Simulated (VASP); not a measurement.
# AlNi (Pm-3m) in VASP: notebook

Runs on AlNi. Level: PBEsol. Tasks: relaxation of cell and atoms, single point.

All numbers are computed with VASP 6.6.1; they aren't measurements. Logs are shortened: lines on timing, memory, paths and dates and some standing lists are left out, and cuts for length are marked.

### Step 1. The cell of the first run

It takes space group Pm-3m (No. 221, cubic). The conventional cell has a = 2.860 Å, b = 2.860 Å, c = 2.860 Å, α = 90.00°, β = 90.00°, γ = 90.00°. Within 3.3 Å of Al (site symmetry m-3m) lie 8 Ni at 2.48 Å and 6 Al at 2.86 Å. Ni (site symmetry m-3m) has 8 Al at 2.48 Å and 6 Ni at 2.86 Å within 3.3 Å.

### Step 2. Relaxation of cell and atoms, PBEsol

Contents of INCAR:

```
PREC = Accurate
ENCUT = 600
EDIFF = 1E-7
ISMEAR = 0
SIGMA = 0.1
LREAL = F
LASPH = T
NELM = 80
ALGO = Fast
ISIF = 3
LWAVE = F
LCHARG = F
GGA = PS
IBRION = 2
NSW = 100
EDIFFG = -0.005
```

Contents of KPOINTS:

```
Automatic mesh
0
Gamma
  14 14 14
```

Contents of POSCAR:

```
AlNi
1.0
    2.8597112900      0.0000000000      0.0000000000
    0.0000000000      2.8597112900      0.0000000000
    0.0000000000      0.0000000000      2.8597112900
Al Ni
1 1
Direct
    0.5000000000      0.5000000000      0.5000000000
    0.0000000000      0.0000000000      0.0000000000
```

Potentials or basis: VASP PAW PBE potentials, release 64 (Al, Ni).

Run with:

```bash
$ cat potpaw_PBE.64/Al/POTCAR potpaw_PBE.64/Ni/POTCAR > POTCAR
$ mpirun -np 1 vasp_std > vasp.out
```

OUTCAR:

```text
PREC = Accurate
   ENCUT = 600
   EDIFF = 1E-7
   ISMEAR = 0
   LREAL = F
   LASPH = T
   NELM = 80
   ISIF = 3
   GGA = PS
   IBRION = 2
   NSW = 100
   EDIFFG = -0.005

 ion  position               nearest neighbor table
   1  0.500  0.500  0.500-   2 2.48   2 2.48   2 2.48   2 2.48   2 2.48   2 2.48   2 2.48   2 2.48

   2  0.000  0.000  0.000-   1 2.48   1 2.48   1 2.48   1 2.48   1 2.48   1 2.48   1 2.48   1 2.48

  LATTYP: Found a simple cubic cell.
 ALAT       =     2.8597112900

  Lattice vectors:

 A1 = (   2.8597112900,   0.0000000000,   0.0000000000)
 A2 = (   0.0000000000,   2.8597112900,   0.0000000000)
 A3 = (   0.0000000000,   0.0000000000,   2.8597112900)

Analysis of symmetry for initial positions (statically):
=====================================================================
 Subroutine PRICEL returns:
 Original cell was already a primitive cell.

 Routine SETGRP: Setting up the symmetry group for a
 simple cubic supercell.

 Subroutine GETGRP returns: Found 48 space group operations
 (whereof 48 operations were pure point group operations)
 out of a pool of 48 trial point group operations.

The static configuration has the point symmetry O_h .

Analysis of symmetry for dynamics (positions and initial velocities):
=====================================================================
 Subroutine PRICEL returns:
 Original cell was already a primitive cell.

 Routine SETGRP: Setting up the symmetry group for a
 simple cubic supercell.

 Subroutine GETGRP returns: Found 48 space group operations
 (whereof 48 operations were pure point group operations)
 out of a pool of 48 trial point group operations.

The dynamic configuration has the point symmetry O_h .

 Subroutine INISYM returns: Found 48 space group operations
 (whereof 48 operations are pure point group operations),
 and found     1 'primitive' translations

----------------------------------------------------------------------------------------

                                     Primitive cell

  volume of cell :      23.3866

  direct lattice vectors                    reciprocal lattice vectors
     2.859711290  0.000000000  0.000000000     0.349685650  0.000000000  0.000000000
     0.000000000  2.859711290  0.000000000     0.000000000  0.349685650  0.000000000
     0.000000000  0.000000000  2.859711290     0.000000000  0.000000000  0.349685650

  length of vectors
     2.859711290  2.859711290  2.859711290     0.349685650  0.349685650  0.349685650

[... 96 lines left out ...]
   EFERMI_NEDOS =   21; number of points for ismear=-14 and -15
   IALGO  =     68    algorithm
   IMIX   =      4    mixing-type and parameters
     AMIX     =   0.40;   BMIX     =  1.00
     AMIX_MAG =   1.60;   BMIX_MAG =  1.00
  volume/ion in A,a.u.               =      11.69        78.91
  Fermi-wavevector in a.u.,A,eV,Ry     =   1.346068  2.543700 24.652394  1.811900
  Thomas-Fermi vector in A             =   2.473930
   LORBIT       =      0    0 simple, 1 ext, 2 COOP (PROOUT), +10 PAW based schemes
   GGA     = PS    functional components
   LHFCALC =     F    Hartree Fock is set to
   AEXX    =    0.0000 exact exchange contribution
   IVDW    =     0    specifies the selected vdW correction
   LEPSILON=     F    determine dielectric tensor
   LRPA    =     F    only Hartree local field effects (RPA)
 conjugate gradient relaxation of ions
 non-spin polarized calculation
 RMM-DIIS sequential band-by-band and
 Gauss-broadening in eV      SIGMA  =   0.10
  energy-cutoff  :      600.00
  volume of cell :       23.39
 maximum number of plane-waves:       804
 NGX is ok and might be reduce to    24
   NGX = 11   NGY = 11   NGZ = 11

--------------------------------------- Ionic step        1  -------------------------------------------

 number of electron      13.0000010 magnetization

 Free energy of the ion-electron system (eV)
  ---------------------------------------------------
  ext. energy  EPLUGINS =         0.00000000
  ---------------------------------------------------
  free energy    TOTEN  =       -11.58684835 eV

  energy without entropy =      -11.58180336  energy(sigma->0) =      -11.58432585

------------------------ aborting loop because EDIFF is reached ----------------------------------------

  FORCE on cell =-STRESS in cart. coord.  units (eV):
  Direction    XX          YY          ZZ          XY          YZ          ZX
  --------------------------------------------------------------------------------------
  -------------------------------------------------------------------------------------
  Total        0.0931025      0.0931025      0.0931025      0.0000000      0.0000000      0.0000000
  in kB        6.3783093      6.3783093      6.3783093      0.0000000      0.0000000      0.0000000
  external PRESSURE =       6.3783093 kB  Pullay stress =       0.0000000 kB
[... 167 lines left out ...]
--------------------------------------- Ionic step        6  -------------------------------------------

 number of electron      13.0000011 magnetization

 Free energy of the ion-electron system (eV)
  ---------------------------------------------------
  ext. energy  EPLUGINS =         0.00000000
  ---------------------------------------------------
  free energy    TOTEN  =       -11.58698667 eV

  energy without entropy =      -11.58193644  energy(sigma->0) =      -11.58446155

 E-fermi :  10.1149     XC(G=0): -12.2563

 val. band max:       10.1146466882   @ k =   0.3571   0.1429   0.1429
 cond. band min:      10.1462503194   @ k =   0.5000   0.5000   0.2857
 fundamental gap:      0.0316036312
 Fermi energy:        10.1149243128

 k-point     1 :       0.0000    0.0000    0.0000
  band No.  band energies     occupation
      1      -1.1242      2.00000
      2       6.8167      2.00000
      3       6.8167      2.00000
      4       8.5628      2.00000
      5       8.5628      2.00000
      6       8.5628      2.00000
      7      15.7185      0.00000
      8      15.7185      0.00000
      9      15.7185      0.00000
     10      18.3493      0.00000
[... 287 lines left out ...]
 k-point    24 :       0.3571    0.2143    0.0000
  band No.  band energies     occupation
      1       1.9490      2.00000
      2       5.8224      2.00000
      3       7.2117      2.00000
      4       7.7626      2.00000
      5       8.0200      2.00000
      6       8.3660      2.00000
      7      10.0422      1.69649
      8      13.9495      0.00000
      9      18.0502      0.00000
     10      19.4075      0.00000

 [... further k-points ...]
[... 5 lines left out ...]
  --------------------------------------------------------------------------------------
  -------------------------------------------------------------------------------------
  Total       -0.0075343     -0.0075343     -0.0075343      0.0000000      0.0000000     -0.0000000
  in kB       -0.5142507     -0.5142507     -0.5142507      0.0000000      0.0000000     -0.0000000
  external PRESSURE =      -0.5142507 kB  Pullay stress =       0.0000000 kB
[... 17 lines left out ...]
  FREE ENERGIE OF THE ION-ELECTRON SYSTEM (eV)
  ---------------------------------------------------
  free  energy   TOTEN  =       -11.5869866672 eV

  energy  without entropy=      -11.5819364386  energy(sigma->0) =      -11.58446155

 reached required accuracy - stopping structural energy minimisation
```

It took 43 s on 1 thread of Intel Xeon Platinum 8559C (Emerald Rapids), shared host; peak memory 0.17 GiB.

What came out:

```yaml
Free_energy: -11.5870 eV
Relaxed_volume: 11.74 Å³/atom
Relaxed_cell: a = 2.863 Å, b = 2.863 Å, c = 2.863 Å, α = 90.00°, β = 90.00°, γ = 90.00°
Space_group_after_relaxing_to_0.05_Å: Pm-3m (No. 221)
Energy_gained_by_relaxing: 0.1 meV/atom
Ionic_steps: 6
Pressure_after_relaxing: -0.1 GPa
```

The path:
| step | energy change (eV) | largest force (eV/Å) | pressure (GPa) | volume (Å³) |
| --- | --- | --- | --- | --- |
| 1 | 0.0000 | 0.0000 | 0.64 | 23.39 |
| 2 | 0.0000 | 0.0000 | -0.63 | 23.54 |
| 3 | -0.0001 | 0.0000 | 0.11 | 23.46 |
| 4 | -0.0001 | 0.0000 | -0.08 | 23.48 |
| 5 | -0.0001 | 0.0000 | 0.10 | 23.47 |
| 6 | -0.0001 | 0.0000 | -0.05 | 23.47 |

Final structure:
```cif
data_structure
_symmetry_space_group_name_H-M 'P 1'
_symmetry_Int_Tables_number 1
_cell_length_a 2.8633
_cell_length_b 2.8633
_cell_length_c 2.8633
_cell_angle_alpha 90.000
_cell_angle_beta 90.000
_cell_angle_gamma 90.000
_cell_volume 23.47
loop_
_atom_site_label
_atom_site_type_symbol
_atom_site_fract_x
_atom_site_fract_y
_atom_site_fract_z
_atom_site_occupancy
Al1 Al 0.50000 0.50000 0.50000 1
Ni1 Ni 0.00000 0.00000 0.00000 1
```

Levels at points of the mesh, in eV from the Fermi level:
| k point | band 4 | band 5 | band 6 | band 7 | band 8 | band 9 | band 10 |
| --- | --- | --- | --- | --- | --- | --- | --- |
| (0.00, 0.00, 0.00) | -1.55 | -1.55 | -1.55 | 5.60 | 5.60 | 5.60 | 8.23 |
| (0.50, 0.00, 0.00) | -2.27 | -2.27 | -1.46 | -0.63 | 8.35 | 10.11 | 10.11 |
| (0.50, 0.50, 0.00) | -2.90 | -2.10 | -2.10 | -1.01 | 1.52 | 2.62 | 12.52 |
| (0.50, 0.50, 0.50) | -0.98 | -0.98 | 1.99 | 1.99 | 1.99 | 3.92 | 4.58 |

Caveat: the PAW data sets were made with another functional, which shifts forces and pressure a little. Spin polarisation is off, so any magnetic state and its effect on volume and gap are missing.

### Step 3. Single point, PBEsol

This run uses another cell than the first one, of 11.73 Å³/atom, 1.003 times its volume.

Contents of INCAR:

```
PREC = Accurate
ENCUT = 520
EDIFF = 1E-6
ISMEAR = 0
SIGMA = 0.1
LREAL = F
LASPH = T
NELM = 80
ALGO = Normal
ISIF = 2
LWAVE = F
LCHARG = T
GGA = PS
LELF = T
LVHAR = T
NBANDS = 14
```

Contents of KPOINTS:

```
regular mesh
0
Gamma
  14 14 14
```

Contents of POSCAR:

```
AlNi
1.0
    2.8623511849      0.0000000000      0.0000000000
    0.0000000000      2.8623511849      0.0000000000
    0.0000000000      0.0000000000      2.8623511849
Al Ni
1 1
Direct
    0.5000000000      0.5000000000      0.5000000000
    0.0000000000      0.0000000000      0.0000000000
```

Potentials or basis: VASP PAW PBE potentials, release 64 (Al, Ni).

Run with:

```bash
$ cat potpaw_PBE.64/Al/POTCAR potpaw_PBE.64/Ni/POTCAR > POTCAR
$ mpirun -np 1 vasp_std > vasp.out
```

It took 59 s on 1 thread of AMD EPYC 7R13, shared host; peak memory 0.14 GiB.

Results (log left out):

```
Free energy : -11.5871 eV
Pressure    : 0.2 GPa
```

Levels at points of the mesh, in eV from the Fermi level:
```
           k point  band 4  band 5  band 6  band 7  band 8  band 9  band 10  band 11
(0.00, 0.00, 0.00)   -1.55   -1.55   -1.55    5.61    5.61    5.61     8.24     8.24
(0.50, 0.00, 0.00)   -2.28   -2.28   -1.46   -0.63    8.35   10.11    10.11    11.12
(0.50, 0.50, 0.00)   -2.90   -2.11   -2.11   -1.01    1.52    2.62    12.53    15.31
(0.50, 0.50, 0.50)   -0.98   -0.98    1.99    1.99    1.99    3.93     4.59     4.59
```

Caveat: the PAW data sets were made with another functional, which shifts forces and pressure a little. Spin polarisation is off, so any magnetic state and its effect on volume and gap are missing.
